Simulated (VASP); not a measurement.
# ScNb2O3 (Cmmm) in VASP: a series of runs

ScNb2O3 is run at these levels: PBE; tasks: single point, relaxation of cell and atoms.

Everything below comes from runs of VASP 6.6.1. Logs are shortened: lines on timing, memory, paths and dates and some standing lists are left out, and cuts for length are marked.

## (1) The cell of the first run

Symmetry: Cmmm, No. 65, orthorhombic system. Conventional cell: a = 5.594 Å, b = 8.530 Å, c = 2.784 Å, α = 90.00°, β = 90.00°, γ = 90.00°. Within 3.2 Å of Sc (site symmetry mmm) lie 2 Nb at 2.43 Å and 2 Sc at 2.78 Å and 10 O at 2.80 to 2.91 Å. Nb (site symmetry m2m) has 5 O at 1.84 to 1.99 Å and 1 Sc at 2.43 Å within 2.5 Å. Within 2.4 Å of O (site symmetry mmm) lie 2 Nb at 1.84 Å. Within 2.6 Å of O (site symmetry 2/m) lie 4 Nb at 1.99 Å.

The cell was generated, and may not be a known phase.

## (2) Single point, PBE, collinear spin, zero start

INCAR

```
ALGO     = Normal         # electronic algorithm
EDIFF    = 1E-6           # SCF threshold, eV
ENCUT    = 520            # plane-wave cutoff, eV
GGA      = PE             # functional
ISIF     = 2              # what is computed and relaxed
ISMEAR   = 0              # smearing method
ISPIN    = 2              # spin polarisation
LASPH    = True           # aspherical terms in the spheres
LCHARG   = False          # write CHGCAR
LMAXMIX  = 4              # l up to which the mixer works
LORBIT   = 11             # projections on sites
LREAL    = False          # projectors in reciprocal space
LWAVE    = False          # write WAVECAR
MAGMOM   = 0 0 0 0 0 0    # initial moments
NBANDS   = 40             # bands
NELM     = 150            # most SCF steps
PREC     = Accurate       # precision mode
SIGMA    = 0.1            # smearing width, eV
```

KPOINTS

```
k-points
0
Gamma
  4 4 6
```

POSCAR

```
ScNb2O3
1.0
    2.7968469300     -4.2649772600      0.0000000000
    2.7968469300      4.2649772600      0.0000000000
    0.0000000000      0.0000000000      2.7839725400
Sc Nb O
1 2 3
Direct
    0.5000000000      0.5000000000      0.0000000000
    0.2156325000      0.7843675000      0.0000000000
    0.7843675000      0.2156325000      0.0000000000
    0.0000000000      0.0000000000      0.0000000000
    0.5000000000      0.0000000000      0.5000000000
    0.0000000000      0.5000000000      0.5000000000
```

Potentials or basis: VASP PAW PBE potentials, release 64 (Sc_sv, Nb_sv, O).

Run with:

```console
$ cat potpaw_PBE.64/Sc_sv/POTCAR potpaw_PBE.64/Nb_sv/POTCAR potpaw_PBE.64/O/POTCAR > POTCAR
$ mpirun -np 1 vasp_std > vasp.out
```

OUTCAR:

```text
EDIFF = 1E-6
   ENCUT = 520
   GGA = PE
   ISIF = 2
   ISMEAR = 0
   ISPIN = 2
   LASPH = True
   LORBIT = 11
   LREAL = False
   NELM = 150
   PREC = Accurate

 ion  position               nearest neighbor table
   1  0.500  0.500  0.000-   2 2.43   3 2.43
   2  0.216  0.784  0.000-   4 1.84   5 1.99   6 1.99   5 1.99   6 1.99   1 2.43   3 2.86   3 2.86

   3  0.784  0.216  0.000-   4 1.84   5 1.99   6 1.99   5 1.99   6 1.99   1 2.43   2 2.86   2 2.86

   4  0.000  0.000  0.000-   2 1.84   3 1.84
   5  0.500  0.000  0.500-   2 1.99   3 1.99   2 1.99   3 1.99
   6  0.000  0.500  0.500-   2 1.99   3 1.99   2 1.99   3 1.99

  LATTYP: Found a base centered orthorhombic cell.
 ALAT       =     5.5936938600
 B/A-ratio  =     1.5249233751
 C/A-ratio  =     0.4976984100

  Lattice vectors:

 A1 = (   2.7968469300,  -4.2649772600,   0.0000000000)
 A2 = (   2.7968469300,   4.2649772600,   0.0000000000)
 A3 = (   0.0000000000,   0.0000000000,   2.7839725400)

Analysis of symmetry for initial positions (statically):
=====================================================================
 Subroutine PRICEL returns:
 Original cell was already a primitive cell.

 Routine SETGRP: Setting up the symmetry group for a
 base centered orthorhombic supercell.

 Subroutine GETGRP returns: Found  8 space group operations
 (whereof  8 operations were pure point group operations)
 out of a pool of  8 trial point group operations.

The static configuration has the point symmetry D_2h.

Analysis of symmetry for dynamics (positions and initial velocities):
=====================================================================
 Subroutine PRICEL returns:
 Original cell was already a primitive cell.

 Routine SETGRP: Setting up the symmetry group for a
 base centered orthorhombic supercell.

 Subroutine GETGRP returns: Found  8 space group operations
 (whereof  8 operations were pure point group operations)
 out of a pool of  8 trial point group operations.

The dynamic configuration has the point symmetry D_2h.

Analysis of structural, dynamic, and magnetic symmetry:
=====================================================================
 Subroutine PRICEL returns:
 Original cell was already a primitive cell.

 Routine SETGRP: Setting up the symmetry group for a
 base centered orthorhombic supercell.

 Subroutine GETGRP returns: Found  8 space group operations
 (whereof  8 operations were pure point group operations)
 out of a pool of  8 trial point group operations.

The overall configuration has the point symmetry D_2h.

 Subroutine INISYM returns: Found  8 space group operations
 (whereof  8 operations are pure point group operations),
 and found     1 'primitive' translations

----------------------------------------------------------------------------------------

                                     Primitive cell

  volume of cell :      66.4172

  direct lattice vectors                    reciprocal lattice vectors
     2.796846930 -4.264977260  0.000000000     0.178772744 -0.117233919  0.000000000
     2.796846930  4.264977260  0.000000000     0.178772744  0.117233919  0.000000000
     0.000000000  0.000000000  2.783972540     0.000000000  0.000000000  0.359198945

  length of vectors
     5.100233698  5.100233698  2.783972540     0.213783736  0.213783736  0.359198945

  position of ions in fractional coordinates (direct lattice)
     0.500000000  0.500000000  0.000000000
     0.215632500  0.784367500  0.000000000
     0.784367500  0.215632500  0.000000000
     0.000000000  0.000000000  0.000000000
     0.500000000  0.000000000  0.500000000
     0.000000000  0.500000000  0.500000000

  ion indices of the primitive-cell ions
   primitive index   ion index
                 1           1
                 2           2
                 3           3
                 4           4
                 5           5
                 6           6
[... 29 lines left out ...]
  0.000000  0.000000  0.000000      1.000000
  0.250000 -0.000000  0.000000      4.000000
  0.500000 -0.000000  0.000000      2.000000
  0.250000  0.250000  0.000000      2.000000
  0.500000  0.250000  0.000000      4.000000
 -0.250000  0.250000  0.000000      2.000000
[... 16 lines left out ...]
  0.250000 -0.000000  0.500000      4.000000
  0.500000 -0.000000  0.500000      2.000000
 [... further k-points ...]
   k-points           NKPTS =     28   k-points in BZ     NKDIM =     28   number of bands    NBANDS=     40
   number of dos      NEDOS =    301   number of ions     NIONS =      6
   total plane-waves  NPLWV =  38400
   dimension x,y,z NGX =    40 NGY =   40 NGZ =   24
   dimension x,y,z NGXF=    80 NGYF=   80 NGZF=   48
   ions per type =               1   2   3
   NGX,Y,Z   is equivalent  to a cutoff of  13.04, 13.04, 14.33 a.u.
   NGXF,Y,Z  is equivalent  to a cutoff of  26.08, 26.08, 28.66 a.u.
 SYSTEM =  unknown system
   PREC   = accura    normal or accurate (medium, high low for compatibility)
   ISTART =      0    job   : 0-new  1-cont  2-samecut
   ICHARG =      2    charge: 1-file 2-atom 10-const
   ISPIN  =      2    spin polarized calculation?
   LNONCOLLINEAR =      F non collinear calculations
   LSORBIT =      F    spin-orbit coupling
   LASPH  =      T    aspherical Exc in radial PAW
   ENCUT  =  520.0 eV  38.22 Ry    6.18 a.u.   9.48  9.48  5.18*2*pi/ulx,y,z
   NELM   =    150;   NELMIN=  2; NELMDL= -5     # of ELM steps
   EDIFF  = 0.1E-05   stopping-criterion for ELM
   LREAL  =      F    real-space projection
   EDIFFG = 0.1E-04   stopping-criterion for IOM
   NSW    =      0    number of steps for IOM
   IBRION =     -1    ionic relax: 0-MD 1-quasi-New 2-CG
   NFREE  =      0    steps in history (QN), initial steepest desc. (CG)
   ISIF   =      2    stress and relaxation
   ISYM   =      2    0-nonsym 1-usesym 2-fastsym
   POTIM  = 0.5000    time-step for ionic-motion
   TEBEG  =    0.0;   TEEND  =   0.0 temperature during run
   PSTRESS=    0.0 pullay stress
   NELECT =      55.0000    total number of electrons
   NUPDOWN=      -1.0000    fix difference up-down
   EMIN   =  10.00;   EMAX   =-10.00  energy-range for DOS
   EFERMI =   0.00;   METHOD = LEGACY
   ISMEAR =     0;   SIGMA  =   0.10  broadening in eV -4-tet -1-fermi 0-gaus
   EFERMI_NEDOS =   21; number of points for ismear=-14 and -15
   IALGO  =     38    algorithm
   IMIX   =      4    mixing-type and parameters
     AMIX     =   0.40;   BMIX     =  1.00
     AMIX_MAG =   1.60;   BMIX_MAG =  1.00
  volume/ion in A,a.u.               =      11.07        74.70
  Fermi-wavevector in a.u.,A,eV,Ry     =   1.537337  2.905145 32.156057  2.363404
  Thomas-Fermi vector in A             =   2.643859
   LORBIT       =     11    0 simple, 1 ext, 2 COOP (PROOUT), +10 PAW based schemes
   GGA     = PE    functional components
   LHFCALC =     F    Hartree Fock is set to
   AEXX    =    0.0000 exact exchange contribution
   IVDW    =     0    specifies the selected vdW correction
   LEPSILON=     F    determine dielectric tensor
   LRPA    =     F    only Hartree local field effects (RPA)
 spin polarized calculation
 Gauss-broadening in eV      SIGMA  =   0.10
  energy-cutoff  :      520.00
  volume of cell :       66.42
 maximum number of plane-waves:      1811
 NGX is ok and might be reduce to    40
   NGX = 19   NGY = 19   NGZ = 11

 number of electron      55.0000008 magnetization       0.0002706

 Free energy of the ion-electron system (eV)
  ---------------------------------------------------
  ext. energy  EPLUGINS =         0.00000000
  ---------------------------------------------------
  free energy    TOTEN  =       -45.37713440 eV

  energy without entropy =      -45.34969970  energy(sigma->0) =      -45.36341705

 E-fermi :  11.4998     XC(G=0): -12.4198

 val. band max:       11.4963158633   @ k =   0.5000  -0.0000   0.3333
 cond. band min:      11.5119605276   @ k =   0.2500   0.2500   0.5000
 fundamental gap:      0.0156446643
 Fermi energy:        11.4997846373

 spin component 1

 k-point     1 :       0.0000    0.0000    0.0000
  band No.  band energies     occupation
      1     -44.7805      1.00000
      2     -44.6293      1.00000
      3     -37.7318      1.00000
      4     -22.1758      1.00000
      5     -21.3805      1.00000
      6     -21.3546      1.00000
[... 997 lines left out ...]
     38      17.3387      0.00000
     39      17.5179      0.00000

 [... further k-points ...]

 spin component 2

 k-point     1 :       0.0000    0.0000    0.0000
  band No.  band energies     occupation
      1     -44.7805      1.00000
      2     -44.6293      1.00000
      3     -37.7317      1.00000
      4     -22.1758      1.00000
      5     -21.3805      1.00000
      6     -21.3546      1.00000
[... 997 lines left out ...]
     38      17.3387      0.00000
     39      17.5179      0.00000

 [... further k-points ...]

 [bands above 39 left out]

------------------------ aborting loop because EDIFF is reached ----------------------------------------

  FORCE on cell =-STRESS in cart. coord.  units (eV):
  Direction    XX          YY          ZZ          XY          YZ          ZX
  --------------------------------------------------------------------------------------
  -------------------------------------------------------------------------------------
  Total       22.5112436     32.5207211     29.7708351      0.0000000      0.0000000      0.0000000
  in kB      543.0373597    784.4953764    718.1600438      0.0000000      0.0000000      0.0000000
  external PRESSURE =     681.8975933 kB  Pullay stress =       0.0000000 kB

 VOLUME and BASIS-vectors are now :
 -----------------------------------------------------------------------------
  energy-cutoff  :      520.00
  volume of cell :       66.42
      direct lattice vectors                 reciprocal lattice vectors
     2.796846930 -4.264977260  0.000000000     0.178772744 -0.117233919  0.000000000
     2.796846930  4.264977260  0.000000000     0.178772744  0.117233919  0.000000000
     0.000000000  0.000000000  2.783972540     0.000000000  0.000000000  0.359198945

 POSITION                                       TOTAL-FORCE (eV/Angst)
 -----------------------------------------------------------------------------------
      2.79685      0.00000      0.00000        -0.000000     -0.000000      0.000000
      2.79685      2.42564      0.00000        -0.000000     -1.843726     -0.000000
      2.79685     -2.42564      0.00000        -0.000000      1.843726     -0.000000
      0.00000      0.00000      0.00000         0.000000     -0.000000      0.000000
      1.39842     -2.13249      1.39199         0.000000     -0.000000      0.000000
      1.39842      2.13249      1.39199        -0.000000     -0.000000      0.000000
 -----------------------------------------------------------------------------------
    total drift:                               -0.000000      0.000000     -0.000000

  FREE ENERGIE OF THE ION-ELECTRON SYSTEM (eV)
  ---------------------------------------------------
  free  energy   TOTEN  =       -45.3771344027 eV

  energy  without entropy=      -45.3496997004  energy(sigma->0) =      -45.36341705

 total charge

# of ion       s       p       d       tot
------------------------------------------
    1        2.331   6.058   1.652  10.040
    2        2.193   6.117   2.788  11.098
    3        2.193   6.117   2.788  11.098
    4        1.596   3.523   0.000   5.119
    5        1.582   3.584   0.000   5.166
    6        1.582   3.584   0.000   5.166
--------------------------------------------------
tot         11.478  28.982   7.228  47.687

 magnetization (x)

# of ion       s       p       d       tot
------------------------------------------
    1        0.000   0.000   0.000   0.000
    2        0.000   0.000   0.000   0.000
    3        0.000   0.000   0.000   0.000
    4        0.000  -0.000   0.000  -0.000
    5        0.000   0.000   0.000   0.000
    6        0.000   0.000   0.000   0.000
--------------------------------------------------
tot          0.000   0.000   0.000   0.000
```

Run time: 8.2 min. Hardware: 1 thread of Intel Xeon 8259CL, shared host; peak memory 0.29 GiB.

Results:

```
Free energy                                           : -45.3771 eV
Pressure                                              : 68.2 GPa
Largest force                                         : 1.844 eV/Å
Net moment                                            : 0.00 μB per cell
Valence electrons inside the program's atomic spheres : Sc 10.04; Nb 11.10; O 5.12, 5.17 (each value once)
```

Forces in eV/Å, atoms in the order of the input:
```
Sc   0.000  0.000  0.000
Nb   0.000 -1.844  0.000
Nb   0.000  1.844  0.000
O    0.000  0.000  0.000
O    0.000  0.000  0.000
O    0.000  0.000  0.000
```

Levels at points of the mesh, in eV from the Fermi level:
Spin up:
```csv
k point,band 26,band 27,band 28,band 29,band 30,band 31
"(0.00, 0.00, 0.00)",-2.51,-0.89,-0.36,0.09,0.56,0.94
"(0.50, 0.00, 0.00)",-1.97,-1.41,0.33,0.64,0.88,1.16
"(0.50, 0.50, 0.00)",-0.84,-0.40,0.23,1.02,1.08,1.54
"(0.00, 0.00, 0.50)",-0.65,-0.17,0.34,0.62,1.18,1.58
"(0.50, 0.00, 0.50)",-0.92,-0.63,-0.56,0.71,0.90,2.60
"(0.50, 0.50, 0.50)",-3.26,-1.31,-0.27,0.86,1.54,2.30
```
Spin down:
| k point | band 25 | band 26 | band 27 | band 28 | band 29 | band 30 | band 31 | band 32 |
| --- | --- | --- | --- | --- | --- | --- | --- | --- |
| (0.00, 0.00, 0.00) | -4.87 | -2.51 | -0.89 | -0.36 | 0.09 | 0.56 | 0.94 | 1.43 |
| (0.50, 0.00, 0.00) | -2.09 | -1.97 | -1.41 | 0.33 | 0.64 | 0.88 | 1.16 | 1.34 |
| (0.50, 0.50, 0.00) | -4.71 | -0.84 | -0.40 | 0.23 | 1.02 | 1.08 | 1.54 | 1.54 |
| (0.00, 0.00, 0.50) | -0.70 | -0.65 | -0.17 | 0.34 | 0.62 | 1.18 | 1.58 | 1.88 |
| (0.50, 0.00, 0.50) | -0.93 | -0.92 | -0.63 | -0.56 | 0.71 | 0.90 | 2.60 | 2.78 |
| (0.50, 0.50, 0.50) | -3.28 | -3.26 | -1.31 | -0.27 | 0.86 | 1.54 | 2.30 | 2.51 |

Caveat: the k points lie up to 0.38 Å⁻¹ apart; no moment was typed at the start, so none could form; forces of over 1 eV/Å act on the atoms, so gaps and moduli don't describe the material at rest.

## (3) Relaxation of cell and atoms, PBE

INCAR

```
PREC     = Accurate       # precision mode
ENCUT    = 600            # plane-wave cutoff, eV
EDIFF    = 1E-6           # SCF threshold, eV
ISMEAR   = 0              # smearing method
SIGMA    = 0.1            # smearing width, eV
LREAL    = F              # projectors in reciprocal space
LASPH    = T              # aspherical terms in the spheres
NELM     = 100            # most SCF steps
ALGO     = Normal         # electronic algorithm
ISIF     = 3              # what is computed and relaxed
LWAVE    = F              # write WAVECAR
LCHARG   = F              # write CHGCAR
GGA      = PE             # functional
IBRION   = 2              # ionic algorithm
NSW      = 90             # ionic steps
EDIFFG   = -0.04          # ionic threshold
```

KPOINTS

```
regular mesh
0
Gamma
  4 4 6
```

POSCAR is that of step 2.

Potentials or basis: VASP PAW PBE potentials, release 64 (Sc_sv, Nb_sv, O).

Run with:

```console
$ cat potpaw_PBE.64/Sc_sv/POTCAR potpaw_PBE.64/Nb_sv/POTCAR potpaw_PBE.64/O/POTCAR > POTCAR
$ mpirun -np 1 vasp_std > vasp.out
```

Run time: 56 min. Hardware: 1 thread of Intel Xeon 8259CL, shared host; peak memory 0.26 GiB.

The run converged. Its results:

```
Free energy                           : -50.9125 eV
Relaxed volume                        : 14.15 Å³/atom
Relaxed cell                          : a = 5.769 Å, b = 5.769 Å, c = 3.356 Å, α = 90.00°, β = 90.00°, γ = 130.51°
Space group after relaxing (to 0.1 Å) : Cmmm (No. 65)
Energy gained by relaxing             : 920.8 meV/atom
Ionic steps                           : 17
Pressure after relaxing               : 0.1 GPa
Largest force after relaxing          : 0.015 eV/Å
Band gap on the k mesh                : zero (an odd number of electrons rules out a gap without spin polarisation)
```

Forces in eV/Å, atoms in the order of the input:
```
Sc   0.000  0.000  0.000
Nb   0.000  0.015  0.000
Nb   0.000 -0.015  0.000
O    0.000  0.000  0.000
O    0.000  0.000  0.000
O    0.000  0.000  0.000
```

Stress tensor (GPa, compression positive):
```
 0.34  0.00  0.00
 0.00 -0.14  0.00
 0.00  0.00 -0.04
```

Step by step:
```tsv
step	energy change (eV)	largest force (eV/Å)	pressure (GPa)	volume (Å³)
1	0.0000	1.8417	68.05	66.42
2	1.0404	1.7075	-28.68	122.49
3	-3.3704	1.4082	-3.56	87.38
4	-3.3886	1.3373	-1.30	86.09
5	-3.3904	1.3073	-0.38	85.59
6	-3.8563	0.8354	-1.69	86.43
7	-4.9712	0.2025	-4.36	87.61
8	-3.1933	4.1287	-1.29	86.40
9	-5.2695	1.2757	-5.40	87.77
10	-5.3090	1.6460	-5.64	87.77
11	-5.3876	1.1006	0.36	84.60
12	-5.4288	1.3237	-2.17	85.75
13	-5.5072	0.4770	0.39	84.66
14	-5.5096	0.2890	0.99	84.43
15	-5.5215	0.0917	0.08	84.90
16	-5.5235	0.0364	-0.48	85.19
17	-5.5248	0.0145	0.05	84.92
```

Final structure:
```
CELL_PARAMETERS angstrom
2.41501 -5.23946 0.00000
2.41501 5.23946 0.00000
0.00000 0.00000 3.35559
ATOMIC_POSITIONS crystal
Sc 0.50000 0.50000 0.00000
Nb 0.19932 0.80068 0.00000
Nb 0.80068 0.19932 0.00000
O 0.00000 0.00000 0.00000
O 0.50000 0.00000 0.50000
O 0.00000 0.50000 0.50000
```

Levels at points of the mesh, in eV from the Fermi level:
```
           k point  band 24  band 25  band 26  band 27  band 28  band 29  band 30  band 31  band 32  band 33
(0.00, 0.00, 0.00)    -3.67    -3.23    -1.60    -0.98    -0.20     0.19     1.02     1.38     1.39     1.58
(0.50, 0.00, 0.00)    -4.54    -1.44    -1.26    -0.70    -0.03     0.26     0.81     1.40     1.71     2.24
(0.50, 0.50, 0.00)    -3.39    -3.02    -0.76    -0.39    -0.23     0.48     0.88     1.75     1.79     2.00
(0.00, 0.00, 0.50)    -3.40    -1.87    -0.76    -0.19     0.31     0.57     0.70     0.71     1.01     1.70
(0.50, 0.00, 0.50)    -4.92    -1.85    -1.76     0.03     0.35     0.51     0.78     1.34     1.74     1.86
(0.50, 0.50, 0.50)    -3.36    -2.26    -1.71    -1.22    -0.68     0.19     0.45     1.77     2.06     2.22
```

Caveat: the k points lie up to 0.36 Å⁻¹ apart in the final cell, too coarse for converged energies and pressures of a metal; the volume moved by over 15 % at a fixed basis, so the end points are rough; an odd number of electrons without spin polarisation forces a metal; a magnetic or distorted state may lie lower.

The gap in the log of VASP goes by the Fermi energy; the results here count the filled bands.